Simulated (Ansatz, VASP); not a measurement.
One calculation of W, two programs

```
CELL_PARAMETERS angstrom
-1.58480 1.58480 1.58480
1.58480 -1.58480 1.58480
1.58480 1.58480 -1.58480
ATOMIC_POSITIONS crystal
W 0.00000 0.00000 0.00000
```

Alike in both runs: task single point; functional r2SCAN; k mesh 20 × 20 × 20; occupations fermi-dirac, width 0.1 eV; no spin polarisation.

|  | VASP | Ansatz |
| --- | --- | --- |
| version | VASP 6.6.1 | Ansatz 0.2.0 |
| potentials or method | VASP PAW PBE potentials, release 64 (W_sv), cutoff 520 eV | plane waves (500 eV) with PAW, scalar-relativistic |
| valence electrons in the cell | 14 | 14 |

```csv
,VASP,Ansatz,Ansatz less VASP
pressure (GPa),0.9,-0.3,-1.22
```

VASP's potentials were made for PBE, not for r2SCAN.

Neither program's run includes spin-orbit coupling.
